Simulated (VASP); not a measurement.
Write the native input for VASP 6.6.1 that does the following.

| Property | Result |
| --- | --- |
| Task | single point |
| Functional | PBE |
| Potentials or basis | VASP PAW PBE potentials, release 64 (W_sv, Se) |
| Cutoff | 520 eV |
| k mesh | 12 × 12 × 2 |
| Occupations | gaussian, width 0.02 eV |
| Spin | no spin polarisation |
| Dipole correction | no |
| Further INCAR settings | ALGO = Normal; EDIFF = 1e-06; NBANDS = 35 |

The structure of WSe2 lies in POSCAR:

```
WSe2
1.0
    3.3211240121      0.0000000000      0.0000000000
   -1.6605620060      2.8761777636      0.0000000000
    0.0000000000      0.0000000000     15.2615452569
W Se
2 4
Direct
    0.3333333333      0.6666666667      0.2500000000
    0.6666666667      0.3333333333      0.7500000000
    0.3333333333      0.6666666667      0.6400364615
    0.6666666667      0.3333333333      0.1400364615
    0.3333333333      0.6666666667      0.8599635385
    0.6666666667      0.3333333333      0.3599635385
```

The input as run:

INCAR

```
SYSTEM = WSe2
PREC     = Accurate       ! precision mode
ENCUT    = 520            ! plane-wave cutoff, eV
EDIFF    = 1E-6           ! SCF threshold, eV
ISMEAR   = 0              ! smearing method
SIGMA    = 0.02           ! smearing width, eV
LREAL    = .FALSE.        ! projectors in reciprocal space
LASPH    = .TRUE.         ! aspherical terms in the spheres
NELM     = 100            ! most SCF steps
ALGO     = Normal         ! electronic algorithm
ISIF     = 2              ! what is computed and relaxed
LWAVE    = .FALSE.        ! write WAVECAR
LCHARG   = .FALSE.        ! write CHGCAR
GGA      = PE             ! functional
NBANDS   = 35             ! bands
```

KPOINTS

```
regular mesh
0
G
  12 12 2
  0 0 0
```

Potentials or basis: VASP PAW PBE potentials, release 64 (W_sv, Se).

The run is started by

```bash
$ cat potpaw_PBE.64/W_sv/POTCAR potpaw_PBE.64/Se/POTCAR > POTCAR
$ mpirun -np 1 vasp_std > vasp.out
```

Results of the run:

```yaml
Pressure: 0.2 GPa
Largest_force: 0.042 eV/Å
Band_gap_on_the_k_mesh: 1.48 eV (least direct gap 1.52 eV)
```

Caveat: spin-orbit coupling is left out, which moves the levels of the heavy elements; this functional lacks dispersion, which binds the layers, so the pressure and a relaxed spacing across them are unreliable.

Run time: 2.8 min on 1 thread of AMD EPYC 7R13 Processor (Zen 3), with other jobs on the host, peak memory 0.34 GiB.
